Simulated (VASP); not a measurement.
# BePd (P4/mmm) in VASP: further runs

The runs below take BePd through electric field gradients, with LDA.

All numbers are computed with VASP 6.6.1; they aren't measurements. Logs are shortened: lines on timing, memory, paths and dates and some standing lists are left out, and cuts for length are marked.

## (1) The cell of the first run

Symmetry: P4/mmm, No. 123, tetragonal system. Conventional cell: a = 2.841 Å, b = 2.841 Å, c = 2.813 Å, α = 90.00°, β = 90.00°, γ = 90.00°. Be (site symmetry 4/mmm) has 8 Pd at 2.45 Å and 6 Be at 2.81 to 2.84 Å within 3.2 Å. Pd (site symmetry 4/mmm) has 8 Be at 2.45 Å and 6 Pd at 2.81 to 2.84 Å within 3.2 Å.

## (2) Electric field gradients, LDA (equal xx and yy strain of +1 %)

INCAR reads:

```
SYSTEM = BePd
ALGO = Normal ; EDIFF = 1E-8
ENCUT = 520 ; GGA = CA
ISIF = 2 ; ISMEAR = -1
LASPH = .TRUE. ; LCHARG = .FALSE.
LEFG = .TRUE. ; LREAL = .FALSE.
LWAVE = .FALSE. ; NBANDS = 13
NELM = 100 ; PREC = Accurate
SIGMA = 0.08
```

KPOINTS reads:

```
k-points
0
G
  12 12 12
  0 0 0
```

POSCAR reads:

```
BePd
1.0
    2.8411300000      0.0000000000      0.0000000000
    0.0000000000      2.8411300000      0.0000000000
    0.0000000000      0.0000000000      2.8130000000
Be Pd
1 1
Direct
    0.0000000000      0.0000000000      0.0000000000
    0.5000000000      0.5000000000      0.5000000000
```

Potentials or basis: VASP PAW LDA potentials, release 64 (Be, Pd).

Started as:

```console
cat potpaw_LDA.64/Be/POTCAR potpaw_LDA.64/Pd/POTCAR > POTCAR
mpirun -np 1 vasp_std > vasp.out
```

OUTCAR:

```text
SYSTEM = BePd
   EDIFF = 1E-8
   ENCUT = 520
   GGA = CA
   ISIF = 2
   ISMEAR = -1
   LASPH = .TRUE.
   LREAL = .FALSE.
   NELM = 100
   PREC = Accurate

 ion  position               nearest neighbor table
   1  0.000  0.000  0.000-   2 2.45   2 2.45   2 2.45   2 2.45   2 2.45   2 2.45   2 2.45   2 2.45

   2  0.500  0.500  0.500-   1 2.45   1 2.45   1 2.45   1 2.45   1 2.45   1 2.45   1 2.45   1 2.45

  LATTYP: Found a simple tetragonal cell.
 ALAT       =     2.8411300000
 C/A-ratio  =     0.9900990099

  Lattice vectors:

 A1 = (   2.8411300000,   0.0000000000,   0.0000000000)
 A2 = (   0.0000000000,   2.8411300000,   0.0000000000)
 A3 = (   0.0000000000,   0.0000000000,   2.8130000000)

Analysis of symmetry for initial positions (statically):
=====================================================================
 Subroutine PRICEL returns:
 Original cell was already a primitive cell.

 Routine SETGRP: Setting up the symmetry group for a
 simple tetragonal supercell.

 Subroutine GETGRP returns: Found 16 space group operations
 (whereof 16 operations were pure point group operations)
 out of a pool of 16 trial point group operations.

The static configuration has the point symmetry D_4h.

Analysis of symmetry for dynamics (positions and initial velocities):
=====================================================================
 Subroutine PRICEL returns:
 Original cell was already a primitive cell.

 Routine SETGRP: Setting up the symmetry group for a
 simple tetragonal supercell.

 Subroutine GETGRP returns: Found 16 space group operations
 (whereof 16 operations were pure point group operations)
 out of a pool of 16 trial point group operations.

The dynamic configuration has the point symmetry D_4h.

 Subroutine INISYM returns: Found 16 space group operations
 (whereof 16 operations are pure point group operations),
 and found     1 'primitive' translations

----------------------------------------------------------------------------------------

                                     Primitive cell

  volume of cell :      22.7066

  direct lattice vectors                    reciprocal lattice vectors
     2.841130000  0.000000000  0.000000000     0.351972631  0.000000000  0.000000000
     0.000000000  2.841130000  0.000000000     0.000000000  0.351972631  0.000000000
[... 137 lines left out ...]
 fundamental gap:      0.0099238222
 Fermi energy:         9.4047507343

 k-point     1 :       0.0000    0.0000    0.0000
  band No.  band energies     occupation
      1      -0.0779      2.00000
      2       3.9256      2.00000
      3       3.9585      2.00000
      4       7.0910      2.00000
      5       7.1360      2.00000
      6       7.1360      2.00000
      7      14.5729      0.00000
      8      14.5729      0.00000
      9      14.8588      0.00000
     10      23.6019      0.00000
     11      23.6914      0.00000
     12      25.8145      0.00000
     13      32.6670      0.00000
[... 354 lines left out ...]
  band No.  band energies     occupation
      1       3.0427      2.00000
      2       4.0999      2.00000
      3       5.8898      2.00000
      4       6.1087      2.00000
      5       6.4093      2.00000
      6       6.7342      2.00000
      7       9.5565      0.26102
      8      15.1946      0.00000
      9      17.0867      0.00000
     10      18.4452      0.00000
     11      24.8530      0.00000
     12      26.2254      0.00000
     13      28.3281      0.00000

 [... further k-points ...]

------------------------ aborting loop because EDIFF is reached ----------------------------------------

  FORCE on cell =-STRESS in cart. coord.  units (eV):
  Direction    XX          YY          ZZ          XY          YZ          ZX
  --------------------------------------------------------------------------------------
  -------------------------------------------------------------------------------------
  Total       -1.5195785     -1.5195785     -1.4601625      0.0000000      0.0000000      0.0000000
  in kB     -107.2214752   -107.2214752   -103.0290788      0.0000000      0.0000000      0.0000000
  external PRESSURE =    -105.8240097 kB  Pullay stress =       0.0000000 kB

 VOLUME and BASIS-vectors are now :
 -----------------------------------------------------------------------------
  energy-cutoff  :      520.00
  volume of cell :       22.71
      direct lattice vectors                 reciprocal lattice vectors
     2.841130000  0.000000000  0.000000000     0.351972631  0.000000000  0.000000000
     0.000000000  2.841130000  0.000000000     0.000000000  0.351972631  0.000000000
     0.000000000  0.000000000  2.813000000     0.000000000  0.000000000  0.355492357

 POSITION                                       TOTAL-FORCE (eV/Angst)
 -----------------------------------------------------------------------------------
      0.00000      0.00000      0.00000         0.000000      0.000000      0.000000
      1.42057      1.42057      1.40650         0.000000      0.000000      0.000000
 -----------------------------------------------------------------------------------
    total drift:                                0.000000     -0.000000     -0.000000

  FREE ENERGIE OF THE ION-ELECTRON SYSTEM (eV)
  ---------------------------------------------------
  free  energy   TOTEN  =       -11.9136546027 eV

  energy  without entropy=      -11.8960046598  energy(sigma->0) =      -11.90482963

 Electric field gradients (V/A^2)
---------------------------------------------------------------------
 ion       V_xx      V_yy      V_zz      V_xy      V_xz      V_yz
---------------------------------------------------------------------
   1      -0.064    -0.064     0.127     0.000     0.000    -0.000
   2       2.230     2.230    -4.460    -0.000     0.000     0.000
---------------------------------------------------------------------

 Electric field gradients after diagonalization (V/A^2)
 (convention: |V_zz| > |V_xx| > |V_yy|)
----------------------------------------------------------------------
 ion       V_xx      V_yy      V_zz     asymmetry (V_yy - V_xx)/ V_zz
----------------------------------------------------------------------
   1      -0.064    -0.064     0.127       0.000
   2       2.230     2.230    -4.460       0.000
----------------------------------------------------------------------

           NMR quadrupolar parameters

 Cq : quadrupolar parameter    Cq=e*Q*V_zz/h
 eta: asymmetry parameters     (V_yy - V_xx)/ V_zz
 Q  : nuclear electric quadrupole moment in mb (millibarn)
----------------------------------------------------------------------
 ion       Cq(MHz)       eta       Q (mb)
----------------------------------------------------------------------
   1       0.000       0.000       1.000
   2      -0.011       0.000       1.000
----------------------------------------------------------------------
```

OSZICAR:

```text
N       E                     dE             d eps       ncg     rms          rms(c)
DAV:   1     0.451106196727E+02    0.45111E+02   -0.63263E+03  5136   0.879E+02
DAV:   2    -0.118175429044E+02   -0.56928E+02   -0.53089E+02  5986   0.179E+02
DAV:   3    -0.128243986095E+02   -0.10069E+01   -0.10050E+01  6196   0.243E+01
DAV:   4    -0.128288000102E+02   -0.44014E-02   -0.44011E-02  6079   0.177E+00
DAV:   5    -0.128288585460E+02   -0.58536E-04   -0.58537E-04  6339   0.212E-01    0.969E+00
DAV:   6    -0.120519029994E+02    0.77696E+00   -0.75640E+00  5741   0.200E+01    0.327E+00
DAV:   7    -0.119310789354E+02    0.12082E+00   -0.63538E-01  5611   0.638E+00    0.169E+00
DAV:   8    -0.119151257925E+02    0.15953E-01   -0.55003E-03  5986   0.515E-01    0.472E-01
DAV:   9    -0.119136449317E+02    0.14809E-02   -0.77244E-04  6604   0.154E-01    0.256E-02
DAV:  10    -0.119136556567E+02   -0.10725E-04   -0.13721E-05  6161   0.321E-02    0.155E-02
DAV:  11    -0.119136546298E+02    0.10269E-05   -0.72258E-07  6434   0.555E-03    0.134E-03
DAV:  12    -0.119136546030E+02    0.26800E-07   -0.42872E-08  6256   0.138E-03    0.834E-04
DAV:  13    -0.119136546027E+02    0.29991E-09   -0.25513E-09  3523   0.404E-04
   1 F= -.11913655E+02 E0= -.11904830E+02  d E =-.176499E-01
```

stdout:

```text
POSCAR found type information on POSCAR BePd
 POSCAR found :  2 types and       2 ions
 scaLAPACK will be used
 LDA part: xc-table for (Slater(with rela. corr.)+CA(PZ))
 , standard interpolation
 POSCAR, INCAR and KPOINTS ok, starting setup
 FFT: planning ... GRIDC
 FFT: planning ... GRID_SOFT
 FFT: planning ... GRID
 WAVECAR not read
 entering main loop
ion   1

ion   2
```

Wall time 63 s (1 thread of AMD EPYC 7R43 (Zen 3), shared host); peak memory 0.14 GiB.

What came out:

```
Free energy            : -11.9137 eV
Pressure               : -10.6 GPa
Band gap on the k mesh : zero (band 6 reaches 14.11 eV, above the bottom of band 7 at 8.10 eV)
```

Levels at points of the mesh, in eV from the Fermi level:
```
           k point  band 4  band 5  band 6  band 7  band 8  band 9
(0.00, 0.00, 0.00)   -2.31   -2.27   -2.27    5.17    5.17    5.45
(0.50, 0.00, 0.00)   -3.82   -3.73   -2.14   -0.09    9.89   10.04
(0.50, 0.50, 0.00)   -3.22   -1.83   -1.83   -1.31    5.21    5.89
(0.00, 0.00, 0.50)   -3.83   -3.83   -2.17    0.06    9.93    9.93
(0.50, 0.00, 0.50)   -3.27   -1.79   -1.74   -1.26    5.36    5.99
(0.50, 0.50, 0.50)   -1.23   -1.18    4.70    5.52    5.52    5.53
```

Electric field gradients, principal values (V/Å²):
```csv
atom,least,middle,greatest (by size)
1 Be,-0.064,-0.064,0.127
2 Pd,2.230,2.230,-4.460
```

Caveat: the cell differs from its parent crystal (equal xx and yy strain of +1 %); without QUAD_EFG the Cq values of the log hold for a quadrupole moment of 1 mb, not for the nuclei.

## (3) Electric field gradients, LDA (zz strain of +1 %)

INCAR reads:

```
SYSTEM = BePd
PREC = Accurate
ENCUT = 520
EDIFF = 1E-8
ISMEAR = -1
SIGMA = 0.08
LREAL = .False.
LASPH = .True.
NELM = 100
ALGO = Normal
ISIF = 2
LWAVE = .False.
LCHARG = .False.
LEFG = .True.
NBANDS = 13
```

KPOINTS reads:

```
Automatic mesh
0
Gamma
  12 12 12
  0 0 0
```

POSCAR reads:

```
BePd
1.0
    2.8130000000      0.0000000000      0.0000000000
    0.0000000000      2.8130000000      0.0000000000
    0.0000000000      0.0000000000      2.8411300000
Be Pd
1 1
Direct
    0.0000000000      0.0000000000      0.0000000000
    0.5000000000      0.5000000000      0.5000000000
```

Potentials or basis: VASP PAW LDA potentials, release 64 (Be, Pd).

Started as:

```console
cat potpaw_LDA.64/Be/POTCAR potpaw_LDA.64/Pd/POTCAR > POTCAR
mpirun -np 1 vasp_std > vasp.out
```

OUTCAR:

```text
SYSTEM = BePd
   PREC = Accurate
   ENCUT = 520
   EDIFF = 1E-8
   ISMEAR = -1
   LREAL = .False.
   LASPH = .True.
   NELM = 100
   ISIF = 2

 ion  position               nearest neighbor table
   1  0.000  0.000  0.000-   2 2.44   2 2.44   2 2.44   2 2.44   2 2.44   2 2.44   2 2.44   2 2.44

   2  0.500  0.500  0.500-   1 2.44   1 2.44   1 2.44   1 2.44   1 2.44   1 2.44   1 2.44   1 2.44

  LATTYP: Found a simple tetragonal cell.
 ALAT       =     2.8130000000
 C/A-ratio  =     1.0100000000

  Lattice vectors:

 A1 = (   2.8130000000,   0.0000000000,   0.0000000000)
[... 597 lines left out ...]
  ---------------------------------------------------
  free  energy   TOTEN  =       -11.9273316220 eV

  energy  without entropy=      -11.9096332489  energy(sigma->0) =      -11.91848244

 Electric field gradients (V/A^2)
---------------------------------------------------------------------
 ion       V_xx      V_yy      V_zz      V_xy      V_xz      V_yz
---------------------------------------------------------------------
   1       0.064     0.064    -0.128    -0.000     0.000    -0.000
   2      -2.371    -2.371     4.741    -0.000     0.000     0.000
---------------------------------------------------------------------

 Electric field gradients after diagonalization (V/A^2)
 (convention: |V_zz| > |V_xx| > |V_yy|)
----------------------------------------------------------------------
 ion       V_xx      V_yy      V_zz     asymmetry (V_yy - V_xx)/ V_zz
----------------------------------------------------------------------
   1       0.064     0.064    -0.128       0.000
   2      -2.371    -2.371     4.741       0.000
----------------------------------------------------------------------

           NMR quadrupolar parameters

 Cq : quadrupolar parameter    Cq=e*Q*V_zz/h
 eta: asymmetry parameters     (V_yy - V_xx)/ V_zz
 Q  : nuclear electric quadrupole moment in mb (millibarn)
----------------------------------------------------------------------
 ion       Cq(MHz)       eta       Q (mb)
----------------------------------------------------------------------
   1      -0.000       0.000       1.000
   2       0.011       0.000       1.000
----------------------------------------------------------------------
```

stdout:

```text
POSCAR found type information on POSCAR BePd
 POSCAR found :  2 types and       2 ions
 scaLAPACK will be used
 LDA part: xc-table for (Slater(with rela. corr.)+CA(PZ))
 , standard interpolation
 POSCAR, INCAR and KPOINTS ok, starting setup
 FFT: planning ... GRIDC
 FFT: planning ... GRID_SOFT
 FFT: planning ... GRID
 WAVECAR not read
 entering main loop
ion   1

ion   2
```

Wall time 35 s (1 thread of AMD EPYC 7R13 (Zen 3), shared host); peak memory 0.14 GiB.

Results:

- Free energy: -11.9273 eV
- Pressure: -9.0 GPa
- Band gap on the k mesh: zero (band 6 reaches 14.30 eV, above the bottom of band 7 at 8.25 eV)

Levels at points of the mesh, in eV from the Fermi level:
| k point | band 3 | band 4 | band 5 | band 6 | band 7 | band 8 | band 9 | band 10 |
| --- | --- | --- | --- | --- | --- | --- | --- | --- |
| (0.00, 0.00, 0.00) | -5.52 | -2.32 | -2.32 | -2.28 | 5.09 | 5.37 | 5.37 | 14.26 |
| (0.50, 0.00, 0.00) | -4.56 | -3.91 | -3.81 | -2.18 | 0.02 | 9.94 | 10.08 | 11.46 |
| (0.50, 0.50, 0.00) | -3.35 | -3.35 | -1.78 | -1.78 | -1.25 | 5.47 | 6.09 | 8.49 |
| (0.00, 0.00, 0.50) | -4.66 | -3.80 | -3.80 | -2.14 | -0.13 | 10.04 | 10.04 | 11.52 |
| (0.50, 0.00, 0.50) | -3.30 | -3.27 | -1.86 | -1.82 | -1.30 | 5.32 | 6.00 | 8.68 |
| (0.50, 0.50, 0.50) | -6.30 | -1.24 | -1.18 | 4.75 | 5.54 | 5.55 | 5.55 | 6.63 |

Electric field gradients, principal values (V/Å²):
```csv
atom,least,middle,greatest (by size)
1 Be,0.064,0.064,-0.128
2 Pd,-2.371,-2.371,4.741
```

Caveat: the cell differs from its parent crystal (zz strain of +1 %); without QUAD_EFG the Cq values of the log hold for a quadrupole moment of 1 mb, not for the nuclei.

(Part 1 of 2 ends here.)
